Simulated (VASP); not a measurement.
# K (Pm-3n) in VASP: further runs, part 2 of 2

VASP 6.6.1. The steps go on from the part before.

**3. Single point, LDA**

This run uses another cell than the first one, of 81.10 Å³/atom.

Contents of INCAR:

```
SYSTEM = K
PREC = Accurate ; ENCUT = 520
EDIFF = 1E-7 ; ISMEAR = 0
SIGMA = 0.05 ; LREAL = .FALSE.
LASPH = .TRUE. ; NELM = 60
ALGO = Fast ; ISIF = 2
LWAVE = .FALSE. ; LCHARG = .TRUE.
GGA = CA ; LELF = .TRUE.
LVHAR = .TRUE. ; NBANDS = 46
```

Contents of KPOINTS:

```
Automatic mesh
0
G
  4 4 4
  0 0 0
```

Contents of POSCAR:

```
K
1.0
    8.6569015082      0.0000000000      0.0000000000
    0.0000000000      8.6569015082      0.0000000000
    0.0000000000      0.0000000000      8.6569015082
K
8
Direct
    0.0000000000      0.0000000000      0.0000000000
    0.5000000000      0.2500000000      0.0000000000
    0.5000000000      0.7500000000      0.0000000000
    0.0000000000      0.5000000000      0.2500000000
    0.2500000000      0.0000000000      0.5000000000
    0.7500000000      0.0000000000      0.5000000000
    0.5000000000      0.5000000000      0.5000000000
    0.0000000000      0.5000000000      0.7500000000
```

Potentials or basis: VASP PAW LDA potentials, release 64 (K_sv).

Launch:

```sh
> cat potpaw_LDA.64/K_sv/POTCAR > POTCAR
> mpirun -np 1 vasp_std > vasp.out
```

OUTCAR:

```text
SYSTEM = K
   PREC = Accurate
   ENCUT = 520
   EDIFF = 1E-7
   ISMEAR = 0
   LREAL = .FALSE.
   LASPH = .TRUE.
   NELM = 60
   ISIF = 2
   GGA = CA

 ion  position               nearest neighbor table
   1  0.000  0.000  0.000-
   2  0.500  0.250  0.000-
   3  0.500  0.750  0.000-
   4  0.000  0.500  0.250-
   5  0.250  0.000  0.500-
   6  0.750  0.000  0.500-
   7  0.500  0.500  0.500-
   8  0.000  0.500  0.750-

  LATTYP: Found a simple cubic cell.
 ALAT       =     8.6569015082

  Lattice vectors:

 A1 = (   8.6569015082,   0.0000000000,   0.0000000000)
 A2 = (   0.0000000000,   8.6569015082,   0.0000000000)
 A3 = (   0.0000000000,   0.0000000000,   8.6569015082)

Analysis of symmetry for initial positions (statically):
=====================================================================
 Subroutine PRICEL returns:
 Original cell was already a primitive cell.

 Routine SETGRP: Setting up the symmetry group for a
 simple cubic supercell.

 Subroutine GETGRP returns: Found 48 space group operations
 (whereof 24 operations were pure point group operations)
 out of a pool of 48 trial point group operations.

The static configuration has the point symmetry T_h .
 The point group associated with its full space group is O_h .

Analysis of symmetry for dynamics (positions and initial velocities):
=====================================================================
 Subroutine PRICEL returns:
 Original cell was already a primitive cell.

 Routine SETGRP: Setting up the symmetry group for a
 simple cubic supercell.

 Subroutine GETGRP returns: Found 48 space group operations
[... 118 lines left out ...]
   IALGO  =     68    algorithm
   IMIX   =      4    mixing-type and parameters
     AMIX     =   0.40;   BMIX     =  1.00
     AMIX_MAG =   1.60;   BMIX_MAG =  1.00
  volume/ion in A,a.u.               =      81.10       547.26
  Fermi-wavevector in a.u.,A,eV,Ry     =   0.786725  1.486695  8.421148  0.618937
  Thomas-Fermi vector in A             =   1.891322
   LORBIT       =      0    0 simple, 1 ext, 2 COOP (PROOUT), +10 PAW based schemes
   GGA     = CA    functional components
   LHFCALC =     F    Hartree Fock is set to
   AEXX    =    0.0000 exact exchange contribution
   IVDW    =     0    specifies the selected vdW correction
   LEPSILON=     F    determine dielectric tensor
   LRPA    =     F    only Hartree local field effects (RPA)
 non-spin polarized calculation
 RMM-DIIS sequential band-by-band and
 Gauss-broadening in eV      SIGMA  =   0.05
  energy-cutoff  :      520.00
  volume of cell :      648.77
 maximum number of plane-waves:     17592
   NGX = 33   NGY = 33   NGZ = 33

 number of electron      72.0000027 magnetization

 Free energy of the ion-electron system (eV)
  ---------------------------------------------------
  ext. energy  EPLUGINS =         0.00000000
  ---------------------------------------------------
  free energy    TOTEN  =        -8.95958126 eV

  energy without entropy =       -8.95621386  energy(sigma->0) =       -8.95789756

 E-fermi :  -0.4369     XC(G=0):  -5.6201

 val. band max:       -0.5254303099   @ k =   0.0000   0.0000   0.0000
 cond. band min:      -0.4043641688   @ k =   0.2500   0.0000   0.0000
 fundamental gap:      0.1210661411
 Fermi energy:        -0.4369019108

 k-point     1 :       0.0000    0.0000    0.0000
  band No.  band energies     occupation
      1     -32.3969      2.00000
      2     -32.3961      2.00000
      3     -32.3961      2.00000
      4     -32.3921      2.00000
      5     -32.3921      2.00000
      6     -32.3921      2.00000
[... 479 lines left out ...]
     45       1.9877      0.00000
     46       1.9933      0.00000

------------------------ aborting loop because EDIFF is reached ----------------------------------------

  FORCE on cell =-STRESS in cart. coord.  units (eV):
  Direction    XX          YY          ZZ          XY          YZ          ZX
  --------------------------------------------------------------------------------------
  -------------------------------------------------------------------------------------
  Total       -2.6418297     -2.6418297     -2.6418297     -0.0000000      0.0000000     -0.0000000
  in kB       -6.5242105     -6.5242105     -6.5242105     -0.0000000      0.0000000     -0.0000000
  external PRESSURE =      -6.5242105 kB  Pullay stress =       0.0000000 kB

 VOLUME and BASIS-vectors are now :
 -----------------------------------------------------------------------------
  energy-cutoff  :      520.00
  volume of cell :      648.77
      direct lattice vectors                 reciprocal lattice vectors
     8.656901508  0.000000000  0.000000000     0.115514772  0.000000000  0.000000000
     0.000000000  8.656901508  0.000000000     0.000000000  0.115514772  0.000000000
     0.000000000  0.000000000  8.656901508     0.000000000  0.000000000  0.115514772

 POSITION                                       TOTAL-FORCE (eV/Angst)
 -----------------------------------------------------------------------------------
      0.00000      0.00000      0.00000         0.000000     -0.000000     -0.000000
      4.32845      2.16423      0.00000         0.000000      0.000000     -0.000000
      4.32845      6.49268      0.00000         0.000000     -0.000000     -0.000000
      0.00000      4.32845      2.16423        -0.000000     -0.000000      0.000000
      2.16423      0.00000      4.32845         0.000000     -0.000000     -0.000000
      6.49268      0.00000      4.32845        -0.000000     -0.000000     -0.000000
      4.32845      4.32845      4.32845         0.000000     -0.000000     -0.000000
      0.00000      4.32845      6.49268         0.000000     -0.000000      0.000000
 -----------------------------------------------------------------------------------
    total drift:                                0.000000     -0.000000      0.000000

  FREE ENERGIE OF THE ION-ELECTRON SYSTEM (eV)
  ---------------------------------------------------
  free  energy   TOTEN  =        -8.9595812605 eV

  energy  without entropy=       -8.9562138607  energy(sigma->0) =       -8.95789756
```

OSZICAR:

```text
N       E                     dE             d eps       ncg     rms          rms(c)
DAV:   1     0.575537438281E+03    0.57554E+03   -0.29392E+04   968   0.124E+03
DAV:   2     0.418086285054E+02   -0.53373E+03   -0.52677E+03  1068   0.380E+02
DAV:   3    -0.549586897616E+01   -0.47304E+02   -0.46921E+02  1288   0.841E+01
[... 14 lines left out ...]
RMM:  18    -0.895957957801E+01   -0.13484E-05   -0.12110E-05  1531   0.900E-03    0.294E-03
RMM:  19    -0.895958032980E+01   -0.75179E-06   -0.69599E-06  1437   0.692E-03    0.235E-03
RMM:  20    -0.895958076926E+01   -0.43945E-06   -0.40888E-06  1355   0.540E-03    0.249E-03
RMM:  21    -0.895958103824E+01   -0.26898E-06   -0.25085E-06  1230   0.416E-03    0.268E-03
RMM:  22    -0.895958117557E+01   -0.13733E-06   -0.14843E-06  1102   0.332E-03    0.201E-03
RMM:  23    -0.895958126049E+01   -0.84920E-07   -0.90349E-07   996   0.262E-03
   1 F= -.89595813E+01 E0= -.89578976E+01  d E =-.336740E-02
```

stdout:

```text
POSCAR found type information on POSCAR K
 POSCAR found :  1 types and       8 ions
[... 14 lines left out ...]
 num prob  num prob  num prob  num prob  num prob  num prob  num prob  num prob  num prob  num prob  num prob  num prob  num prob  num prob  num prob  num prob  num prob  num prob  num prob  num prob  num prob  num prob  num prob  num prob  num prob  num prob RMM:  22    -0.895958117557E+01   -0.13733E-06   -0.14843E-06  1102   0.332E-03    0.201E-03
 num prob  num prob  num prob  num prob  num prob  num prob  num prob  num prob  num prob  num prob  num prob  num prob  num prob  num prob  num prob  num prob  num prob  num prob  num prob  num prob  num prob  num prob  num prob RMM:  23    -0.895958126049E+01   -0.84920E-07   -0.90349E-07   996   0.262E-03
```

Wall time 16 min (1 thread of Intel Xeon Platinum 8259CL at 2.50GHz (Skylake/Cascade Lake), shared host); peak memory 0.51 GiB.

What came out:

| Item | Value |
| --- | --- |
| Free energy | -8.9596 eV |
| Pressure | -0.7 GPa |
| Band gap on the k mesh | zero (bands 36 and 37 overlap by 0.82 eV) |
